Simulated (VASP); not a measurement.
# KNd2Sb3 (P-6m2) in VASP: further runs, part 2 of 2

VASP 6.6.1. Earlier steps stand in the parts before.

## (3) Single point, PBE

File INCAR:

```
SYSTEM = KNd2Sb3
PREC = Accurate ; ENCUT = 500
EDIFF = 1E-6 ; ISMEAR = 0
SIGMA = 0.02 ; LREAL = .FALSE.
LASPH = .TRUE. ; NELM = 200
ALGO = Normal ; ISIF = 2
LWAVE = .FALSE. ; LCHARG = .TRUE.
GGA = PE ; LELF = .TRUE.
LVHAR = .TRUE. ; NBANDS = 32
GGA_COMPAT = .FALSE. ; LMAXMIX = 6
```

File KPOINTS:

```
Automatic mesh
0
G
  6 6 4
  0 0 0
```

File POSCAR:

```
KNd2Sb3
1.0
    4.8593910493      0.0000000000      0.0000000000
   -2.4296955247      4.2083560957      0.0000000000
    0.0000000000      0.0000000000     11.0743462129
K Nd Sb
1 2 3
Direct
    0.6666666667      0.3333333333      0.0000000000
    0.3333333333      0.6666666667      0.3321520716
    0.3333333333      0.6666666667      0.6678479284
    0.0000000000      0.0000000000      0.5000000000
    0.0000000000      0.0000000000      0.7904477998
    0.0000000000      0.0000000000      0.2095522002
```

Potentials or basis: VASP PAW PBE potentials, release 64 (K_sv, Nd_3, Sb), 4f in core.

The run is started by

```sh
$ cat potpaw_PBE.64/K_sv/POTCAR potpaw_PBE.64/Nd_3/POTCAR potpaw_PBE.64/Sb/POTCAR > POTCAR
$ mpirun -np 1 vasp_std > vasp.out
```

Run time: 2 min. Hardware: 1 thread of Intel Xeon Platinum 8488C (Sapphire Rapids), shared host; peak memory 0.4 GiB.

It converged, with:

| Quantity | Value |
| --- | --- |
| Free energy | -27.5789 eV |
| Pressure | 0.2 GPa |
| Largest force | 0.025 eV/Å |
| Band gap on the k mesh | 0.79 eV (least direct gap 1.10 eV) |

Forces in eV/Å, atoms in the order of the input:
```
K    0.000  0.000  0.000
Nd   0.000  0.000  0.001
Nd   0.000  0.000 -0.001
Sb   0.000  0.000  0.000
Sb   0.000  0.000  0.025
Sb   0.000  0.000 -0.025
```

Levels at points of the mesh, in eV from the valence-band top:
```
           k point  band 20  band 21  band 22  band 23  band 24  band 25  band 26  band 27
(0.00, 0.00, 0.00)    -0.93    -0.93    -0.42    -0.42     1.34     2.14     2.14     2.60
(0.50, 0.00, 0.00)    -1.31    -0.91    -0.72    -0.69     0.79     1.51     2.27     2.31
(0.00, 0.00, 0.50)    -0.97    -0.88    -0.37    -0.37     1.17     1.74     2.06     2.06
(0.50, 0.00, 0.50)    -1.09    -0.72    -0.69    -0.34     1.08     1.25     1.50     2.31
```

Caveat: spin-orbit coupling is left out, which moves the levels of the heavy elements; the 4f electrons are frozen in the core, so they carry no moment and show no levels. Spin polarisation is off, so any magnetic state and its effect on volume and gap are missing.

## (4) Single point, PBE

File INCAR:

```
SYSTEM = KNd2Sb3
PREC     = Accurate       ! precision mode
ENCUT    = 500            ! plane-wave cutoff, eV
EDIFF    = 1E-6           ! SCF threshold, eV
ISMEAR   = 0              ! smearing method
SIGMA    = 0.02           ! smearing width, eV
LREAL    = .False.        ! projectors in reciprocal space
LASPH    = .True.         ! aspherical terms in the spheres
NELM     = 200            ! most SCF steps
ALGO     = Normal         ! electronic algorithm
ISIF     = 2              ! what is computed and relaxed
LWAVE    = .False.        ! write WAVECAR
LCHARG   = .True.         ! write CHGCAR
GGA      = PE             ! functional
LELF     = .True.         ! ELF
LVHAR    = .True.       
NBANDS   = 32             ! bands
GGA_COMPAT= .False.      
LMAXMIX  = 6              ! l up to which the mixer works
```

File KPOINTS:

```
Automatic mesh
0
Gamma
  6 6 4
  0 0 0
```

POSCAR: that of step 3 with these lines changed.

```diff
@@ -3,3 +3,3 @@
     4.8593910493      0.0000000000      0.0000000000
-   -2.4296955247      4.2083560957      0.0000000000
+   -2.4296955247      4.2083560956      0.0000000000
     0.0000000000      0.0000000000     11.0743462129
```

Potentials or basis: VASP PAW PBE potentials, release 64 (K_sv, Nd_3, Sb), 4f in core.

The run is started by

```sh
$ cat potpaw_PBE.64/K_sv/POTCAR potpaw_PBE.64/Nd_3/POTCAR potpaw_PBE.64/Sb/POTCAR > POTCAR
$ mpirun -np 1 vasp_std > vasp.out
```

OUTCAR:

```text
SYSTEM = KNd2Sb3
   PREC = Accurate
   ENCUT = 500
   EDIFF = 1E-6
   ISMEAR = 0
   LREAL = .False.
   LASPH = .True.
   NELM = 200
   ISIF = 2
   GGA = PE

 ion  position               nearest neighbor table
   1  0.667  0.333  0.000-   5 3.64   6 3.64   5 3.64   6 3.64   5 3.64   6 3.64
   2  0.333  0.667  0.332-   6 3.12   6 3.12   6 3.12   4 3.37   4 3.37   4 3.37   3 3.72
   3  0.333  0.667  0.668-   5 3.12   5 3.12   5 3.12   4 3.37   4 3.37   4 3.37   2 3.72
   4  0.000  0.000  0.500-   5 3.22   6 3.22   2 3.37   3 3.37   2 3.37   3 3.37   2 3.37   3 3.37

   5  0.000  0.000  0.790-   3 3.12   3 3.12   3 3.12   4 3.22   1 3.64   1 3.64   1 3.64
   6  0.000  0.000  0.210-   2 3.12   2 3.12   2 3.12   4 3.22   1 3.64   1 3.64   1 3.64

  LATTYP: Found a hexagonal cell.
 ALAT       =     4.8593910493
 C/A-ratio  =     2.2789576102

  Lattice vectors:

 A1 = (   4.8593910493,   0.0000000000,   0.0000000000)
 A2 = (  -2.4296955247,   4.2083560956,   0.0000000000)
 A3 = (   0.0000000000,   0.0000000000,  11.0743462129)

Analysis of symmetry for initial positions (statically):
[... 181 lines left out ...]
 cond. band min:       3.8407233337   @ k =   0.5000   0.0000   0.0000
 fundamental gap:      0.7910801199
 Fermi energy:         3.1836387589

 k-point     1 :       0.0000    0.0000    0.0000
  band No.  band energies     occupation
      1     -34.9033      2.00000
      2     -34.8858      2.00000
      3     -27.2362      2.00000
      4     -16.1651      2.00000
      5     -16.0303      2.00000
      6     -16.0303      2.00000
[... 724 lines left out ...]
     31       6.9081      0.00000
     32       7.0300      0.00000

------------------------ aborting loop because EDIFF is reached ----------------------------------------

  FORCE on cell =-STRESS in cart. coord.  units (eV):
  Direction    XX          YY          ZZ          XY          YZ          ZX
  --------------------------------------------------------------------------------------
  -------------------------------------------------------------------------------------
  Total        0.2544904      0.2544904      0.1574270     -0.0000000      0.0000000      0.0000000
  in kB        1.8004025      1.8004025      1.1137235     -0.0000000      0.0000000      0.0000000
  external PRESSURE =       1.5715095 kB  Pullay stress =       0.0000000 kB

 VOLUME and BASIS-vectors are now :
 -----------------------------------------------------------------------------
  energy-cutoff  :      500.00
  volume of cell :      226.47
      direct lattice vectors                 reciprocal lattice vectors
     4.859391049  0.000000000  0.000000000     0.205787102  0.118811239  0.000000000
    -2.429695525  4.208356096  0.000000000     0.000000000  0.237622477  0.000000000
     0.000000000  0.000000000 11.074346213     0.000000000  0.000000000  0.090298784

 POSITION                                       TOTAL-FORCE (eV/Angst)
 -----------------------------------------------------------------------------------
      2.42970      1.40279      0.00000        -0.000000      0.000000      0.000000
     -0.00000      2.80557      3.67837         0.000000      0.000000      0.000629
     -0.00000      2.80557      7.39598        -0.000000      0.000000     -0.000629
      0.00000      0.00000      5.53717         0.000000     -0.000000      0.000000
      0.00000      0.00000      8.75369         0.000000      0.000000      0.024591
      0.00000      0.00000      2.32065         0.000000     -0.000000     -0.024591
 -----------------------------------------------------------------------------------
    total drift:                                0.000000     -0.000000      0.000000

  FREE ENERGIE OF THE ION-ELECTRON SYSTEM (eV)
  ---------------------------------------------------
  free  energy   TOTEN  =       -27.5788502736 eV

  energy  without entropy=      -27.5788502736  energy(sigma->0) =      -27.57885027
```

stdout:

```text
POSCAR found type information on POSCAR K NdSb
 POSCAR found :  3 types and       6 ions
 scaLAPACK will be used
 LDA part: xc-table for (Slater+PW92), standard interpolation
 POSCAR, INCAR and KPOINTS ok, starting setup
 FFT: planning ... GRIDC
 FFT: planning ... GRID_SOFT
 FFT: planning ... GRID
 WAVECAR not read
 entering main loop
```

It took 2.1 min on 1 thread of Intel Xeon Platinum 8488C (Sapphire Rapids), shared host; peak memory 0.4 GiB.

What came out:

* Free energy: -27.5789 eV
* Pressure: 0.2 GPa
* Largest force: 0.025 eV/Å
* Band gap on the k mesh: 0.79 eV (least direct gap 1.10 eV)

Forces in eV/Å, atoms in the order of the input:
```
K    0.000  0.000  0.000
Nd   0.000  0.000  0.001
Nd   0.000  0.000 -0.001
Sb   0.000  0.000  0.000
Sb   0.000  0.000  0.025
Sb   0.000  0.000 -0.025
```

Caveat: spin-orbit coupling is left out, which moves the levels of the heavy elements; the 4f electrons are frozen in the core, so they carry no moment and show no levels.
